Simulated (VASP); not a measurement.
Write the native input for VASP 6.6.1 that does the following.

```yaml
Task: relaxation of shape and atoms at fixed volume
Functional: LDA
Potentials_or_basis: VASP PAW LDA potentials, release 64 (O)
Cutoff: 600 eV
k_mesh: 19 × 19 × 11
Occupations: fermi-dirac, width 0.1 eV
Spin: collinear spin, zero start
Starting_moments: "[0.0, 0.0] μB"
Dipole_correction: no
Further_INCAR_settings: ALGO = Normal; EDIFF = 1e-06; IBRION = 2; EDIFFG = -0.005; NSW = 50; ISIF = 4
```

The structure of O lies in POSCAR:

```
O
1.0
    2.2675907112      0.0000000000      0.0000000000
   -1.1337953556      1.9637911613      0.0000000000
    0.0000000000      0.0000000000      2.2634783308
O
2
Direct
    0.3333333333      0.6666666667      0.2500000000
    0.6666666667      0.3333333333      0.7500000000
```

One way to write it, as run:

INCAR

```
ALGO = Normal
EDIFF = 1E-6
EDIFFG = -0.005
ENCUT = 600
GGA = CA
IBRION = 2
ISIF = 4
ISMEAR = -1
ISPIN = 2
LASPH = True
LCHARG = False
LORBIT = 11
LREAL = False
LWAVE = False
MAGMOM = 0 0
NELM = 150
NSW = 50
PREC = Accurate
SIGMA = 0.1
```

KPOINTS

```
k-points
0
Gamma
  19 19 11
```

Potentials or basis: VASP PAW LDA potentials, release 64 (O).

Run with:

```sh
$ cat potpaw_LDA.64/O/POTCAR > POTCAR
$ mpirun -np 1 vasp_std > vasp.out
```

It gave:

```json
{"Energy gained by relaxing": "90.9 meV/atom", "Ionic steps": "3", "Pressure after relaxing": "165.7 GPa", "Band gap on the k mesh": "zero (filled and empty bands overlap)", "Net moment": "0.00 μB per cell", "Valence electrons inside the program's atomic spheres": "O 4.79"}
```

Run time: 27 s on 1 thread of Intel(R) Xeon(R) 6975P-C (Granite Rapids), on a shared host, peak memory 0.15 GiB.
